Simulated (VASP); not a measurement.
# Cu (P6_3/mmc) in VASP: notebook

The runs below take Cu through single point, with PBE.

Program: VASP 6.6.1. These are calculated values, not measurements. Logs are shortened: lines on timing, memory, paths and dates and some standing lists are left out, and cuts for length are marked.

### Step 1. The cell of the first run

The structure is hexagonal, space group P6_3/mmc (No. 194). Conventional cell: a = 2.377 Å, b = 2.377 Å, c = 3.911 Å, α = 90.00°, β = 90.00°, γ = 120.00°. Cu (site symmetry -6m2) has 12 Cu at 2.38 to 2.39 Å within 3.1 Å.

This isn't the form of Cu at room conditions, which is fcc.

### Step 2. Single point, PBE

INCAR reads:

```
SYSTEM = Cu
PREC = Accurate ; ENCUT = 520
EDIFF = 1E-6 ; ISMEAR = -1
SIGMA = 0.05 ; LREAL = .False.
LASPH = .True. ; NELM = 60
ALGO = Normal ; ISIF = 2
LWAVE = .False. ; LCHARG = .False.
GGA = PE ; NBANDS = 18
```

KPOINTS reads:

```
regular mesh
0
Gamma
  19 19 10
  0 0 0
```

POSCAR reads:

```
Cu
1.0
    2.3774709473      0.0000000000      0.0000000000
   -1.1887354736      2.0589502371      0.0000000000
    0.0000000000      0.0000000000      3.9111843981
Cu
2
Direct
    0.3333333333      0.6666666667      0.2500000000
    0.6666666667      0.3333333333      0.7500000000
```

Potentials or basis: VASP PAW PBE potentials, release 64 (Cu).

Launch:

```console
> cat potpaw_PBE.64/Cu/POTCAR > POTCAR
> mpirun -np 1 vasp_std > vasp.out
```

OUTCAR:

```text
SYSTEM = Cu
   PREC = Accurate
   ENCUT = 520
   EDIFF = 1E-6
   ISMEAR = -1
   LREAL = .False.
   LASPH = .True.
   NELM = 60
   ISIF = 2
   GGA = PE

 ion  position               nearest neighbor table
   1  0.333  0.667  0.250-   2 2.39   2 2.39   2 2.39   2 2.39   2 2.39   2 2.39
   2  0.667  0.333  0.750-   1 2.39   1 2.39   1 2.39   1 2.39   1 2.39   1 2.39

  LATTYP: Found a hexagonal cell.
 ALAT       =     2.3774709473
 C/A-ratio  =     1.6451029202

  Lattice vectors:

 A1 = (   2.3774709473,   0.0000000000,   0.0000000000)
 A2 = (  -1.1887354736,   2.0589502371,   0.0000000000)
 A3 = (   0.0000000000,   0.0000000000,   3.9111843981)

Analysis of symmetry for initial positions (statically):
=====================================================================
 Subroutine PRICEL returns:
 Original cell was already a primitive cell.

 Routine SETGRP: Setting up the symmetry group for a
 hexagonal supercell.

 Subroutine GETGRP returns: Found 24 space group operations
 (whereof 12 operations were pure point group operations)
 out of a pool of 24 trial point group operations.

The static configuration has the point symmetry D_3d.
 The point group associated with its full space group is D_6h.

Analysis of symmetry for dynamics (positions and initial velocities):
=====================================================================
 Subroutine PRICEL returns:
 Original cell was already a primitive cell.

 Routine SETGRP: Setting up the symmetry group for a
 hexagonal supercell.

 Subroutine GETGRP returns: Found 24 space group operations
 (whereof 12 operations were pure point group operations)
 out of a pool of 24 trial point group operations.

The dynamic configuration has the point symmetry D_3d.
 The point group associated with its full space group is D_6h.

 Subroutine INISYM returns: Found 24 space group operations
 (whereof 12 operations are pure point group operations),
 and found     1 'primitive' translations

----------------------------------------------------------------------------------------

                                     Primitive cell

  volume of cell :      19.1456

  direct lattice vectors                    reciprocal lattice vectors
     2.377470947  0.000000000  0.000000000     0.420615024  0.242842197  0.000000000
    -1.188735474  2.058950237  0.000000000     0.000000000  0.485684395  0.000000000
     0.000000000  0.000000000  3.911184398     0.000000000  0.000000000  0.255677027

  length of vectors
     2.377470947  2.377470947  3.911184398     0.485684395  0.485684395  0.255677027

  position of ions in fractional coordinates (direct lattice)
     0.333333333  0.666666667  0.250000000
     0.666666667  0.333333333  0.750000000

  ion indices of the primitive-cell ions
   primitive index   ion index
                 1           1
                 2           2

----------------------------------------------------------------------------------------

 KPOINTS: regular mesh

Automatic generation of k-mesh.
 Grid dimensions read from file:
 generate k-points for:   19   19   10

 Generating k-lattice:

  Cartesian coordinates                     Fractional coordinates (reciprocal lattice)
     0.022137633  0.012781168  0.000000000     0.052631579  0.000000000  0.000000000
     0.000000000  0.025562337  0.000000000     0.000000000  0.052631579  0.000000000
     0.000000000  0.000000000  0.025567703     0.000000000  0.000000000  0.100000000

  Length of vectors
     0.025562337  0.025562337  0.025567703

  Shift w.r.t. Gamma in fractional coordinates (k-lattice)
     0.000000000  0.000000000  0.000000000

 Subroutine IBZKPT returns following result:
 ===========================================

 Found    240 irreducible k-points:

 Following reciprocal coordinates:
            Coordinates               Weight
  0.000000  0.000000  0.000000      1.000000
  0.052632 -0.000000  0.000000      6.000000
  0.105263 -0.000000  0.000000      6.000000
  0.157895  0.000000  0.000000      6.000000
  0.210526  0.000000  0.000000      6.000000
  0.263158 -0.000000  0.000000      6.000000
[... 16 lines left out ...]
  0.263158  0.105263  0.000000     12.000000
  0.315789  0.105263  0.000000     12.000000
 [... further k-points ...]
   k-points           NKPTS =    240   k-points in BZ     NKDIM =    240   number of bands    NBANDS=     18
   number of dos      NEDOS =    301   number of ions     NIONS =      2
   total plane-waves  NPLWV =   9720
   dimension x,y,z NGX =    18 NGY =   18 NGZ =   30
   dimension x,y,z NGXF=    36 NGYF=   36 NGZF=   60
   ions per type =               2
   NGX,Y,Z   is equivalent  to a cutoff of  12.59, 12.59, 12.75 a.u.
   NGXF,Y,Z  is equivalent  to a cutoff of  25.17, 25.17, 25.50 a.u.
 SYSTEM =  Cu
   PREC   = accura    normal or accurate (medium, high low for compatibility)
   ISTART =      0    job   : 0-new  1-cont  2-samecut
   ICHARG =      2    charge: 1-file 2-atom 10-const
   ISPIN  =      1    spin polarized calculation?
   LNONCOLLINEAR =      F non collinear calculations
   LSORBIT =      F    spin-orbit coupling
   LASPH  =      T    aspherical Exc in radial PAW
   ENCUT  =  520.0 eV  38.22 Ry    6.18 a.u.   4.42  4.42  7.27*2*pi/ulx,y,z
   NELM   =     60;   NELMIN=  2; NELMDL= -5     # of ELM steps
   EDIFF  = 0.1E-05   stopping-criterion for ELM
   LREAL  =      F    real-space projection
   EDIFFG = 0.1E-04   stopping-criterion for IOM
   NSW    =      0    number of steps for IOM
   IBRION =     -1    ionic relax: 0-MD 1-quasi-New 2-CG
   NFREE  =      0    steps in history (QN), initial steepest desc. (CG)
   ISIF   =      2    stress and relaxation
   ISYM   =      2    0-nonsym 1-usesym 2-fastsym
   POTIM  = 0.5000    time-step for ionic-motion
   TEBEG  =    0.0;   TEEND  =   0.0 temperature during run
   PSTRESS=    0.0 pullay stress
   NELECT =      22.0000    total number of electrons
   NUPDOWN=      -1.0000    fix difference up-down
   EMIN   =  10.00;   EMAX   =-10.00  energy-range for DOS
   EFERMI =   0.00;   METHOD = LEGACY
   ISMEAR =    -1;   SIGMA  =   0.05  broadening in eV -4-tet -1-fermi 0-gaus
   EFERMI_NEDOS =   21; number of points for ismear=-14 and -15
   IALGO  =     38    algorithm
   IMIX   =      4    mixing-type and parameters
     AMIX     =   0.40;   BMIX     =  1.00
     AMIX_MAG =   1.60;   BMIX_MAG =  1.00
  volume/ion in A,a.u.               =       9.57        64.60
  Fermi-wavevector in a.u.,A,eV,Ry     =   1.714718  3.240346 40.004617  2.940256
  Thomas-Fermi vector in A             =   2.792224
   LORBIT       =      0    0 simple, 1 ext, 2 COOP (PROOUT), +10 PAW based schemes
   GGA     = PE    functional components
   LHFCALC =     F    Hartree Fock is set to
   AEXX    =    0.0000 exact exchange contribution
   IVDW    =     0    specifies the selected vdW correction
   LEPSILON=     F    determine dielectric tensor
   LRPA    =     F    only Hartree local field effects (RPA)
 non-spin polarized calculation
  energy-cutoff  :      520.00
  volume of cell :       19.15
 maximum number of plane-waves:       549
 NGX is ok and might be reduce to    18
   NGX =  9   NGY =  9   NGZ = 15

 number of electron      22.0000001 magnetization

 Free energy of the ion-electron system (eV)
  ---------------------------------------------------
  ext. energy  EPLUGINS =         0.00000000
  ---------------------------------------------------
  free energy    TOTEN  =        -6.77118961 eV

  energy without entropy =       -6.76760989  energy(sigma->0) =       -6.76939975

 E-fermi :  10.5837     XC(G=0): -13.9943

 val. band max:       10.5819810553   @ k =   0.4737   0.0526   0.1000
 cond. band min:      10.6136048460   @ k =   0.1579   0.1579   0.3000
 fundamental gap:      0.0316237907
 Fermi energy:        10.5836807567

 k-point     1 :       0.0000    0.0000    0.0000
  band No.  band energies     occupation
      1      -0.5737      2.00000
      2       4.0629      2.00000
      3       6.6885      2.00000
      4       6.7950      2.00000
      5       6.7950      2.00000
      6       7.0796      2.00000
[... 10 lines left out ...]
     17      36.5818      0.00000
     18      36.8185      0.00000

 k-point     2 :       0.0526   -0.0000    0.0000
  band No.  band energies     occupation
      1      -0.4684      2.00000
      2       4.1281      2.00000
      3       6.6155      2.00000
      4       6.8400      2.00000
      5       6.8555      2.00000
      6       7.0556      2.00000
[... 10 lines left out ...]
     17      36.6435      0.00000
     18      37.3146      0.00000

 k-point     3 :       0.1053   -0.0000    0.0000
  band No.  band energies     occupation
      1      -0.1560      2.00000
      2       4.3123      2.00000
      3       6.4772      2.00000
      4       6.9296      2.00000
      5       6.9717      2.00000
      6       7.0259      2.00000
[... 10 lines left out ...]
     17      36.6514      0.00000
     18      38.0542      0.00000

 k-point     4 :       0.1579    0.0000    0.0000
  band No.  band energies     occupation
      1       0.3526      2.00000
      2       4.5776      2.00000
      3       6.3121      2.00000
      4       6.5457      2.00000
      5       6.8537      2.00000
      6       7.1644      2.00000
[... 10 lines left out ...]
     17      34.9877      0.00000
     18      37.1601      0.00000

 k-point     5 :       0.2105    0.0000    0.0000
  band No.  band energies     occupation
      1       1.0354      2.00000
      2       4.8463      2.00000
      3       6.0662      2.00000
      4       6.1654      2.00000
      5       6.7560      2.00000
      6       7.1687      2.00000
[... 10 lines left out ...]
     17      32.5422      0.00000
     18      36.2160      0.00000

 k-point     6 :       0.2632   -0.0000    0.0000
  band No.  band energies     occupation
      1       1.8522      2.00000
      2       4.9993      2.00000
      3       5.6718      2.00000
      4       6.1009      2.00000
      5       6.7172      2.00000
      6       7.0408      2.00000
[... 10 lines left out ...]
     17      30.7373      0.00000
     18      34.5960      0.00000

 k-point     7 :       0.3158   -0.0000    0.0000
  band No.  band energies     occupation
      1       2.7282      2.00000
      2       4.9800      2.00000
      3       5.3625      2.00000
      4       6.1310      2.00000
      5       6.7888      2.00000
      6       6.9238      2.00000
[... 10 lines left out ...]
     17      28.9934      0.00000
     18      33.6346      0.00000

 k-point     8 :       0.3684   -0.0000    0.0000
  band No.  band energies     occupation
      1       3.5321      2.00000
      2       4.8683      2.00000
      3       5.1353      2.00000
      4       6.2425      2.00000
      5       6.8273      2.00000
      6       6.9160      2.00000
[... 10 lines left out ...]
     17      27.0279      0.00000
     18      33.1447      0.00000
[... 229 lines left out ...]
     17      24.8465      0.00000
     18      33.0326      0.00000

 k-point    20 :       0.1053    0.1053    0.0000
  band No.  band energies     occupation
      1       0.6514      2.00000
      2       4.7268      2.00000
      3       6.1973      2.00000
      4       6.3383      2.00000
      5       6.8488      2.00000
      6       7.1052      2.00000
[... 10 lines left out ...]
     17      35.4133      0.00000
     18      35.7881      0.00000

 k-point    21 :       0.1579    0.1053    0.0000
  band No.  band energies     occupation
      1       1.3227      2.00000
      2       4.9879      2.00000
      3       5.9511      2.00000
      4       6.0220      2.00000
      5       6.7750      2.00000
      6       6.9531      2.00000
[... 10 lines left out ...]
     17      34.1534      0.00000
     18      34.2537      0.00000

 k-point    22 :       0.2105    0.1053    0.0000
  band No.  band energies     occupation
      1       2.1254      2.00000
      2       5.1512      2.00000
      3       5.6191      2.00000
      4       5.9127      2.00000
      5       6.7495      2.00000
      6       6.8227      2.00000
[... 10 lines left out ...]
     17      31.9806      0.00000
     18      33.3333      0.00000

 k-point    23 :       0.2632    0.1053    0.0000
  band No.  band energies     occupation
      1       2.9852      2.00000
      2       5.1300      2.00000
      3       5.3535      2.00000
      4       5.9280      2.00000
      5       6.7224      2.00000
      6       6.8159      2.00000
[... 10 lines left out ...]
     17      29.7194      0.00000
     18      32.5816      0.00000

 k-point    24 :       0.3158    0.1053    0.0000
  band No.  band energies     occupation
      1       3.7704      2.00000
      2       5.0093      2.00000
      3       5.1567      2.00000
      4       6.0355      2.00000
      5       6.6593      2.00000
      6       6.9472      2.00000
[... 10 lines left out ...]
     17      27.5626      0.00000
     18      32.0066      0.00000

 [... further k-points ...]

------------------------ aborting loop because EDIFF is reached ----------------------------------------

  FORCE on cell =-STRESS in cart. coord.  units (eV):
  Direction    XX          YY          ZZ          XY          YZ          ZX
  --------------------------------------------------------------------------------------
  -------------------------------------------------------------------------------------
  Total        6.5826500      6.5826500      6.5857096      0.0000000      0.0000000      0.0000000
  in kB      550.8609500    550.8609500    551.1169910      0.0000000      0.0000000      0.0000000
  external PRESSURE =     550.9462970 kB  Pullay stress =       0.0000000 kB

 VOLUME and BASIS-vectors are now :
 -----------------------------------------------------------------------------
  energy-cutoff  :      520.00
  volume of cell :       19.15
      direct lattice vectors                 reciprocal lattice vectors
     2.377470947  0.000000000  0.000000000     0.420615024  0.242842197  0.000000000
    -1.188735474  2.058950237  0.000000000     0.000000000  0.485684395  0.000000000
     0.000000000  0.000000000  3.911184398     0.000000000  0.000000000  0.255677027

 POSITION                                       TOTAL-FORCE (eV/Angst)
 -----------------------------------------------------------------------------------
     -0.00000      1.37263      0.97780         0.000000      0.000000     -0.000000
      1.18874      0.68632      2.93339        -0.000000      0.000000      0.000000
 -----------------------------------------------------------------------------------
    total drift:                                0.000000     -0.000000      0.000000

  FREE ENERGIE OF THE ION-ELECTRON SYSTEM (eV)
  ---------------------------------------------------
  free  energy   TOTEN  =        -6.7711896125 eV

  energy  without entropy=       -6.7676098910  energy(sigma->0) =       -6.76939975
```

Wall time 37 s (1 thread of AMD EPYC 9R45 (Zen 5), shared host); peak memory 0.15 GiB.

What came out:

```
Free energy            : -6.7712 eV
Pressure               : 55.1 GPa
Band gap on the k mesh : zero (bands 11 and 12 overlap by 6.58 eV)
```

Levels at points of the mesh, in eV from the Fermi level:
```tsv
k point	band 8	band 9	band 10	band 11	band 12	band 13	band 14	band 15
(0.00, 0.00, 0.00)	-3.07	-3.07	-2.08	-2.08	-1.82	4.75	23.04	25.27
(0.00, 0.00, 0.50)	-3.83	-2.38	-2.38	-2.38	-2.38	14.05	14.05	23.83
```

Caveat: the cell stands under pressure.

(Part 1 of 2 ends here.)
